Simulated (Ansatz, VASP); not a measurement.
## One calculation of SnTe, two programs

```
Sn Te
1.0
     4.89846    0.00000    0.00000
     2.44923    4.24219    0.00000
     2.44923    1.41406    3.99958
Sn Te
1 1
Direct
  0.00000 0.00000 0.00000
  0.75000 0.75000 0.75000
```

Alike in both runs: functional LDA; k mesh 4 × 4 × 4; occupations fermi-dirac, width 0.05 eV; no spin polarisation.

Ansatz relaxed the structure, and its values are those at the end. VASP's run is a single point on that final structure, the one shown.

```csv
,VASP,Ansatz
version,VASP 6.6.1,Ansatz 0.2.0
potentials or method,"VASP PAW LDA potentials, release 64 (Sn_d, Te)","plane waves, PAW"
plane-wave cutoff (eV),500,420
valence electrons in the cell,20,30
```

|  | VASP | Ansatz | Ansatz less VASP |
| --- | --- | --- | --- |
| pressure (GPa) | 0.0 | 0.0 | -0.02 |

LDA's correlation is that of Perdew and Zunger in VASP and of Perdew and Wang (1992) in Ansatz. VASP's potentials hold 20 valence electrons a cell and Ansatz's 30, so a difference there can come from the potentials and not from the codes.

The k mesh is coarse, so the values compare programs but aren't converged. Spin-orbit coupling is off throughout.
